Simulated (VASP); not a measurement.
# ZnCd2O3 (P3m1) in VASP: a series of runs, part 2 of 2

VASP 6.6.1. The steps go on from the part before.

## 4. Single point, PBE, collinear spin, ferromagnetic start

INCAR

```
  PREC = Accurate
  ENCUT = 520
  EDIFF = 1E-6
  ISMEAR = 0
  SIGMA = 0.1
  LREAL = F
  LASPH = T
  NELM = 150
  ALGO = Normal
  ISIF = 2
  LWAVE = F
  LCHARG = F
  ISPIN = 2
  MAGMOM = 0 0 0 1 1 1
  LORBIT = 11
  GGA = PE
  NBANDS = 40
```

KPOINTS

```
Automatic mesh
0
Gamma
  6 6 2
```

POSCAR

```
ZnCd2O3
1.0
    3.4834302000      0.0000000000      0.0000000000
   -1.7417151000      3.0167391000      0.0000000000
    0.0000000000      0.0000000000      8.7221184000
Zn Cd O
1 2 3
Direct
    0.0000000000      0.0000000000      0.3345850000
    0.3333333000      0.6666667000      0.0142190000
    0.6666667000      0.3333333000      0.6600750000
    0.6666667000      0.3333333000      0.9123020000
    0.0000000000      0.0000000000      0.5596900000
    0.3333333000      0.6666667000      0.2691290000
```

Run with:

```console
$ cat potpaw_PBE.64/Zn/POTCAR potpaw_PBE.64/Cd/POTCAR potpaw_PBE.64/O/POTCAR > POTCAR
$ mpirun -np 1 vasp_std > vasp.out
```

It took 2.2 min on 1 thread of Intel Xeon Platinum 8488C (Sapphire Rapids), shared host; peak memory 0.3 GiB.

The run converged. Its results:

```yaml
Free_energy: -24.0438 eV
Pressure: 1.1 GPa
Largest_force: 0.042 eV/Å
Band_gap_on_the_k_mesh: zero (filled and empty bands touch)
Net_moment: 0.00 μB per cell
Valence_electrons_inside_the_program's_atomic_spheres: Zn 10.69; Cd 10.30; O 4.94, 4.96, 4.92
```

Forces on the atoms (eV/Å):
```
Zn   0.000  0.000 -0.042
Cd   0.000  0.000  0.028
Cd   0.000  0.000  0.030
O    0.000  0.000 -0.029
O    0.000  0.000 -0.030
O    0.000  0.000  0.042
```

Stress tensor (GPa, compression positive):
```
1.08 0.00 0.00
0.00 1.08 0.00
0.00 0.00 1.20
```

Levels at points of the mesh, in eV from the Fermi level:
Spin up:
| k point | band 23 | band 24 | band 25 | band 26 | band 27 | band 28 | band 29 | band 30 | band 31 | band 32 |
| --- | --- | --- | --- | --- | --- | --- | --- | --- | --- | --- |
| (0.00, 0.00, 0.00) | -0.46 | -0.46 | -0.22 | -0.07 | -0.03 | -0.03 | 3.10 | 3.39 | 7.46 | 8.36 |
| (0.50, 0.00, 0.00) | -1.84 | -1.48 | -1.24 | -1.00 | -0.76 | 4.56 | 4.81 | 5.32 | 6.62 | 7.20 |
| (0.00, 0.00, 0.50) | -0.81 | -0.29 | -0.29 | -0.12 | -0.12 | 1.30 | 1.54 | 4.48 | 6.58 | 9.75 |
| (0.50, 0.00, 0.50) | -2.00 | -1.74 | -1.32 | -0.78 | -0.59 | 4.33 | 4.77 | 5.42 | 6.65 | 7.30 |
Spin down:
```csv
k point,band 25,band 26,band 27,band 28,band 29,band 30
"(0.00, 0.00, 0.00)",-0.22,-0.07,-0.03,-0.03,3.10,3.39
"(0.50, 0.00, 0.00)",-1.24,-1.00,-0.76,4.56,4.81,5.32
"(0.00, 0.00, 0.50)",-0.29,-0.12,-0.12,1.30,1.54,4.48
"(0.50, 0.00, 0.50)",-1.32,-0.78,-0.59,4.33,4.77,5.42
```

Caveat: the k points lie up to 0.36 Å⁻¹ apart; semilocal functionals underestimate gaps, and a narrow one can read as zero.

## 5. Single point, PBE

INCAR

```
SYSTEM = ZnCd2O3
PREC = Accurate
ENCUT = 520
EDIFF = 1E-6
ISMEAR = 0
SIGMA = 0.1
LREAL = .FALSE.
LASPH = .TRUE.
NELM = 80
ALGO = Normal
ISIF = 2
LWAVE = .FALSE.
LCHARG = .FALSE.
GGA = PE
NBANDS = 36
```

KPOINTS

```
regular mesh
0
G
  12 12 6
  0 0 0
```

POSCAR

```
ZnCd2O3
1.0
    3.4834302315      0.0000000000      0.0000000000
   -1.7417151157      3.0167390728      0.0000000000
    0.0000000000      0.0000000000      8.7221184000
Zn Cd O
1 2 3
Direct
    0.0000000000      0.0000000000      0.3345850000
    0.3333333333      0.6666666667      0.0142190000
    0.6666666667      0.3333333333      0.6600750000
    0.6666666667      0.3333333333      0.9123020000
    0.0000000000      0.0000000000      0.5596900000
    0.3333333333      0.6666666667      0.2691290000
```

Potentials or basis: VASP PAW PBE potentials, release 64 (Zn, Cd, O).

Run with:

```console
$ cat potpaw_PBE.64/Zn/POTCAR potpaw_PBE.64/Cd/POTCAR potpaw_PBE.64/O/POTCAR > POTCAR
$ mpirun -np 1 vasp_std > vasp.out
```

OUTCAR:

```text
SYSTEM = ZnCd2O3
   PREC = Accurate
   ENCUT = 520
   EDIFF = 1E-6
   ISMEAR = 0
   LREAL = .FALSE.
   LASPH = .TRUE.
   NELM = 80
   ISIF = 2
   GGA = PE

 ion  position               nearest neighbor table
   1  0.000  0.000  0.335-   5 1.96   6 2.09   6 2.09   6 2.09
   2  0.333  0.667  0.014-   4 2.20   4 2.20   4 2.20   6 2.22   3 3.69   3 3.69   3 3.69
   3  0.667  0.333  0.660-   5 2.19   5 2.19   5 2.19   4 2.20   2 3.69   2 3.69   2 3.69
   4  0.667  0.333  0.912-   2 2.20   2 2.20   2 2.20   3 2.20
   5  0.000  0.000  0.560-   1 1.96   3 2.19   3 2.19   3 2.19
   6  0.333  0.667  0.269-   1 2.09   1 2.09   1 2.09   2 2.22

  LATTYP: Found a hexagonal cell.
 ALAT       =     3.4834302315
 C/A-ratio  =     2.5038877831

  Lattice vectors:

 A1 = (   3.4834302315,   0.0000000000,   0.0000000000)
 A2 = (  -1.7417151157,   3.0167390728,   0.0000000000)
 A3 = (   0.0000000000,   0.0000000000,   8.7221184000)

Analysis of symmetry for initial positions (statically):
=====================================================================
 Subroutine PRICEL returns:
 Original cell was already a primitive cell.

 Routine SETGRP: Setting up the symmetry group for a
 hexagonal supercell.

 Subroutine GETGRP returns: Found  6 space group operations
 (whereof  6 operations were pure point group operations)
 out of a pool of 24 trial point group operations.

The static configuration has the point symmetry C_3v.

Analysis of symmetry for dynamics (positions and initial velocities):
=====================================================================
 Subroutine PRICEL returns:
 Original cell was already a primitive cell.

 Routine SETGRP: Setting up the symmetry group for a
 hexagonal supercell.

 Subroutine GETGRP returns: Found  6 space group operations
 (whereof  6 operations were pure point group operations)
 out of a pool of 24 trial point group operations.

The dynamic configuration has the point symmetry C_3v.

 Subroutine INISYM returns: Found  6 space group operations
 (whereof  6 operations are pure point group operations),
 and found     1 'primitive' translations

----------------------------------------------------------------------------------------

                                     Primitive cell

  volume of cell :      91.6573

  direct lattice vectors                    reciprocal lattice vectors
     3.483430231  0.000000000  0.000000000     0.287073354  0.165741878  0.000000000
    -1.741715116  3.016739073  0.000000000     0.000000000  0.331483756  0.000000000
     0.000000000  0.000000000  8.722118400     0.000000000  0.000000000  0.114651046

  length of vectors
     3.483430231  3.483430231  8.722118400     0.331483756  0.331483756  0.114651046

  position of ions in fractional coordinates (direct lattice)
     0.000000000  0.000000000  0.334585000
     0.333333333  0.666666667  0.014219000
     0.666666667  0.333333333  0.660075000
     0.666666667  0.333333333  0.912302000
     0.000000000  0.000000000  0.559690000
     0.333333333  0.666666667  0.269129000

  ion indices of the primitive-cell ions
   primitive index   ion index
                 1           1
                 2           2
                 3           3
                 4           4
                 5           5
                 6           6

----------------------------------------------------------------------------------------

 KPOINTS: regular mesh

Automatic generation of k-mesh.
 Grid dimensions read from file:
 generate k-points for:   12   12    6

 Generating k-lattice:

  Cartesian coordinates                     Fractional coordinates (reciprocal lattice)
     0.023922780  0.013811823  0.000000000     0.083333333  0.000000000  0.000000000
     0.000000000  0.027623646  0.000000000     0.000000000  0.083333333  0.000000000
     0.000000000  0.000000000  0.019108508     0.000000000  0.000000000  0.166666667

  Length of vectors
     0.027623646  0.027623646  0.019108508

  Shift w.r.t. Gamma in fractional coordinates (k-lattice)
     0.000000000  0.000000000  0.000000000

 Subroutine IBZKPT returns following result:
 ===========================================

 Found    100 irreducible k-points:

 Following reciprocal coordinates:
            Coordinates               Weight
  0.000000  0.000000  0.000000      1.000000
  0.083333  0.000000  0.000000      6.000000
  0.166667  0.000000  0.000000      6.000000
  0.250000  0.000000  0.000000      6.000000
  0.333333  0.000000  0.000000      6.000000
  0.416667 -0.000000  0.000000      6.000000
[... 16 lines left out ...]
  0.166667  0.000000  0.166667      6.000000
  0.000000  0.166667  0.166667      6.000000
 [... further k-points ...]
   k-points           NKPTS =    100   k-points in BZ     NKDIM =    100   number of bands    NBANDS=     36
   number of dos      NEDOS =    301   number of ions     NIONS =      6
   total plane-waves  NPLWV =  54880
   dimension x,y,z NGX =    28 NGY =   28 NGZ =   70
   dimension x,y,z NGXF=    56 NGYF=   56 NGZF=  140
   ions per type =               1   2   3
   NGX,Y,Z   is equivalent  to a cutoff of  13.36, 13.36, 13.34 a.u.
   NGXF,Y,Z  is equivalent  to a cutoff of  26.73, 26.73, 26.68 a.u.
 SYSTEM =  ZnCd2O3
   PREC   = accura    normal or accurate (medium, high low for compatibility)
   ISTART =      0    job   : 0-new  1-cont  2-samecut
   ICHARG =      2    charge: 1-file 2-atom 10-const
   ISPIN  =      1    spin polarized calculation?
   LNONCOLLINEAR =      F non collinear calculations
   LSORBIT =      F    spin-orbit coupling
   LASPH  =      T    aspherical Exc in radial PAW
   ENCUT  =  520.0 eV  38.22 Ry    6.18 a.u.   6.48  6.48 16.22*2*pi/ulx,y,z
   NELM   =     80;   NELMIN=  2; NELMDL= -5     # of ELM steps
   EDIFF  = 0.1E-05   stopping-criterion for ELM
   LREAL  =      F    real-space projection
[... 7 lines left out ...]
   TEBEG  =    0.0;   TEEND  =   0.0 temperature during run
   PSTRESS=    0.0 pullay stress
   NELECT =      54.0000    total number of electrons
   NUPDOWN=      -1.0000    fix difference up-down
   EMIN   =  10.00;   EMAX   =-10.00  energy-range for DOS
   EFERMI =   0.00;   METHOD = LEGACY
   ISMEAR =     0;   SIGMA  =   0.10  broadening in eV -4-tet -1-fermi 0-gaus
   EFERMI_NEDOS =   21; number of points for ismear=-14 and -15
   IALGO  =     38    algorithm
   IMIX   =      4    mixing-type and parameters
     AMIX     =   0.40;   BMIX     =  1.00
     AMIX_MAG =   1.60;   BMIX_MAG =  1.00
  volume/ion in A,a.u.               =      15.28       103.09
  Fermi-wavevector in a.u.,A,eV,Ry     =   1.372410  2.593478 25.626690  1.883509
  Thomas-Fermi vector in A             =   2.498019
   LORBIT       =      0    0 simple, 1 ext, 2 COOP (PROOUT), +10 PAW based schemes
   GGA     = PE    functional components
   LHFCALC =     F    Hartree Fock is set to
   AEXX    =    0.0000 exact exchange contribution
   IVDW    =     0    specifies the selected vdW correction
   LEPSILON=     F    determine dielectric tensor
   LRPA    =     F    only Hartree local field effects (RPA)
 non-spin polarized calculation
 Gauss-broadening in eV      SIGMA  =   0.10
  energy-cutoff  :      520.00
  volume of cell :       91.66
 maximum number of plane-waves:      2511
 NGX is ok and might be reduce to    28
   NGX = 13   NGY = 13   NGZ = 33

 number of electron      54.0000005 magnetization

 Free energy of the ion-electron system (eV)
  ---------------------------------------------------
  ext. energy  EPLUGINS =         0.00000000
  ---------------------------------------------------
  free energy    TOTEN  =       -24.05038325 eV

  energy without entropy =      -24.05001267  energy(sigma->0) =      -24.05019796

 E-fermi :   0.5014     XC(G=0): -10.2384

 val. band max:        0.4049748715   @ k =   0.0000   0.0000   0.0000
 cond. band min:       0.7674909675   @ k =   0.0000   0.0000   0.1667
 fundamental gap:      0.3625160960
 Fermi energy:         0.5013702264

 k-point     1 :       0.0000    0.0000    0.0000
  band No.  band energies     occupation
      1     -16.6508      2.00000
      2     -16.3509      2.00000
      3     -16.2854      2.00000
      4      -6.6271      2.00000
      5      -6.5952      2.00000
      6      -6.5952      2.00000
[... 28 lines left out ...]
     35      12.7791      0.00000
     36      13.2953      0.00000
[... 866 lines left out ...]
      6      -6.4947      2.00000
[... 28 lines left out ...]
     35      11.6247      0.00000
     36      12.3839      0.00000

 [... further k-points ...]
[... 5 lines left out ...]
  --------------------------------------------------------------------------------------
  -------------------------------------------------------------------------------------
  Total        0.6060374      0.6060374      0.6583019      0.0000000      0.0000000      0.0000000
  in kB       10.5935906     10.5935906     11.5071785      0.0000000      0.0000000      0.0000000
  external PRESSURE =      10.8981199 kB  Pullay stress =       0.0000000 kB

 VOLUME and BASIS-vectors are now :
 -----------------------------------------------------------------------------
  energy-cutoff  :      520.00
  volume of cell :       91.66
      direct lattice vectors                 reciprocal lattice vectors
     3.483430231  0.000000000  0.000000000     0.287073354  0.165741878  0.000000000
    -1.741715116  3.016739073  0.000000000     0.000000000  0.331483756  0.000000000
     0.000000000  0.000000000  8.722118400     0.000000000  0.000000000  0.114651046

 POSITION                                       TOTAL-FORCE (eV/Angst)
 -----------------------------------------------------------------------------------
      0.00000      0.00000      2.91829        -0.000000      0.000000     -0.021465
     -0.00000      2.01116      0.12402        -0.000000      0.000000      0.024151
      1.74172      1.00558      5.75725         0.000000     -0.000000      0.022625
      1.74172      1.00558      7.95721         0.000000     -0.000000     -0.019597
      0.00000      0.00000      4.88168        -0.000000      0.000000     -0.039229
     -0.00000      2.01116      2.34738        -0.000000      0.000000      0.033515
 -----------------------------------------------------------------------------------
    total drift:                               -0.000000     -0.000000      0.002814

  FREE ENERGIE OF THE ION-ELECTRON SYSTEM (eV)
  ---------------------------------------------------
  free  energy   TOTEN  =       -24.0503832537 eV

  energy  without entropy=      -24.0500126747  energy(sigma->0) =      -24.05019796
```

OSZICAR:

```text
N       E                     dE             d eps       ncg     rms          rms(c)
DAV:   1     0.532686747281E+03    0.53269E+03   -0.27750E+04  7200   0.172E+03
DAV:   2     0.269243338296E+02   -0.50576E+03   -0.47972E+03  7540   0.442E+02
DAV:   3    -0.284864062980E+02   -0.55411E+02   -0.54483E+02  7972   0.147E+02
DAV:   4    -0.298162193752E+02   -0.13298E+01   -0.13250E+01  8200   0.244E+01
DAV:   5    -0.298243765430E+02   -0.81572E-02   -0.81559E-02  7900   0.199E+00    0.186E+01
DAV:   6    -0.239397803187E+02    0.58846E+01   -0.18060E+01 11616   0.696E+01    0.126E+01
DAV:   7    -0.241362627909E+02   -0.19648E+00   -0.46759E+00  7592   0.177E+01    0.795E+00
DAV:   8    -0.241641853277E+02   -0.27923E-01   -0.13480E+00  7792   0.807E+00    0.238E+00
DAV:   9    -0.240472565338E+02    0.11693E+00   -0.28856E-01  9920   0.529E+00    0.485E-01
DAV:  10    -0.240498117974E+02   -0.25553E-02   -0.46598E-02  7480   0.127E+00    0.185E-01
DAV:  11    -0.240502358469E+02   -0.42405E-03   -0.11945E-03  8308   0.317E-01    0.112E-01
DAV:  12    -0.240503447493E+02   -0.10890E-03   -0.33724E-04  7692   0.126E-01    0.282E-02
DAV:  13    -0.240503800467E+02   -0.35297E-04   -0.54669E-05  7888   0.519E-02    0.148E-02
DAV:  14    -0.240503826461E+02   -0.25994E-05   -0.44324E-06  7492   0.214E-02    0.622E-03
DAV:  15    -0.240503832537E+02   -0.60761E-06   -0.10909E-06  5392   0.107E-02
   1 F= -.24050383E+02 E0= -.24050198E+02  d E =-.370579E-03
```

Wall time 5.5 min (1 thread of Intel Xeon Platinum 8488C (Sapphire Rapids), shared host); peak memory 0.42 GiB.

What came out:

```yaml
Free_energy: -24.0504 eV
Pressure: 1.1 GPa
Largest_force: 0.039 eV/Å
Band_gap_on_the_k_mesh: zero (filled and empty bands touch)
```

Forces on the atoms (eV/Å):
```
Zn   0.000  0.000 -0.021
Cd   0.000  0.000  0.024
Cd   0.000  0.000  0.023
O    0.000  0.000 -0.020
O    0.000  0.000 -0.039
O    0.000  0.000  0.034
```

Levels at points of the mesh, in eV from the Fermi level:
```csv
k point,band 23,band 24,band 25,band 26,band 27,band 28,band 29,band 30,band 31,band 32
"(0.00, 0.00, 0.00)",-0.54,-0.54,-0.30,-0.15,-0.10,-0.10,3.02,3.31,7.38,8.28
"(0.50, 0.00, 0.00)",-1.92,-1.56,-1.32,-1.08,-0.83,4.47,4.73,5.25,6.54,7.12
"(0.00, 0.00, 0.50)",-0.89,-0.37,-0.37,-0.19,-0.19,1.22,1.47,4.40,6.50,9.67
"(0.50, 0.00, 0.50)",-2.08,-1.82,-1.39,-0.86,-0.66,4.25,4.69,5.35,6.57,7.21
```

Caveat: semilocal functionals underestimate gaps, and a narrow one can read as zero.

## 6. Single point, PBE

INCAR

```
ALGO = Normal ; EDIFF = 1E-6
ENCUT = 520 ; GGA = PE
ISIF = 2 ; ISMEAR = 0
LASPH = True ; LCHARG = True
LELF = True ; LREAL = False
LVHAR = True ; LWAVE = False
NBANDS = 36 ; NELM = 60
PREC = Accurate ; SIGMA = 0.1
```

KPOINTS

```
k-points
0
Gamma
  12 12 6
```

POSCAR is that of step 5.

Potentials or basis: VASP PAW PBE potentials, release 64 (Zn, Cd, O).

Run with:

```console
$ cat potpaw_PBE.64/Zn/POTCAR potpaw_PBE.64/Cd/POTCAR potpaw_PBE.64/O/POTCAR > POTCAR
$ mpirun -np 1 vasp_std > vasp.out
```

Wall time 4.9 min (1 thread of Intel Xeon Platinum 8488C (Sapphire Rapids), shared host); peak memory 0.43 GiB.

Results (log left out):

```
Free energy            : -24.0504 eV
Pressure               : 1.1 GPa
Largest force          : 0.039 eV/Å
Band gap on the k mesh : zero (filled and empty bands touch)
```

Forces on the atoms (eV/Å):
```
Zn   0.000  0.000 -0.021
Cd   0.000  0.000  0.024
Cd   0.000  0.000  0.023
O    0.000  0.000 -0.020
O    0.000  0.000 -0.039
O    0.000  0.000  0.034
```

Stress tensor (GPa, compression positive):
```
1.06 0.00 0.00
0.00 1.06 0.00
0.00 0.00 1.15
```

Levels at points of the mesh, in eV from the Fermi level:
| k point | band 24 | band 25 | band 26 | band 27 | band 28 | band 29 | band 30 | band 31 |
| --- | --- | --- | --- | --- | --- | --- | --- | --- |
| (0.00, 0.00, 0.00) | -0.54 | -0.30 | -0.15 | -0.10 | -0.10 | 3.02 | 3.31 | 7.38 |
| (0.50, 0.00, 0.00) | -1.56 | -1.32 | -1.08 | -0.83 | 4.47 | 4.73 | 5.25 | 6.54 |
| (0.00, 0.00, 0.50) | -0.37 | -0.37 | -0.19 | -0.19 | 1.22 | 1.47 | 4.40 | 6.50 |
| (0.50, 0.00, 0.50) | -1.82 | -1.39 | -0.86 | -0.66 | 4.25 | 4.69 | 5.35 | 6.57 |

Caveat: semilocal functionals underestimate gaps, and a narrow one can read as zero.

## 7. Overview

| spin | k mesh | gap on the mesh (eV) | pressure (GPa) | largest force (eV/Å) |
| --- | --- | --- | --- | --- |
| off | 6 × 6 × 2 | none | 1.1 | 0.04 |
| collinear, ferromagnetic start | 6 × 6 × 2 | none | 1.1 | 0.04 |
| off | 12 × 12 × 6 | none | 1.1 | 0.04 |

Alike in all rows: task single point; level PBE; potentials or basis VASP PAW PBE potentials, release 64 (Zn, Cd, O); cell as given; cutoff (eV) 520; smearing gaussian 0.1 eV.

Caveats: some runs use coarse meshes; semilocal functionals underestimate gaps, and a narrow one can read as zero.

Total energies depend on the potentials used, so only differences within one code and one set of settings carry meaning.

The gap in the log of VASP goes by the Fermi energy; the results here count the filled bands.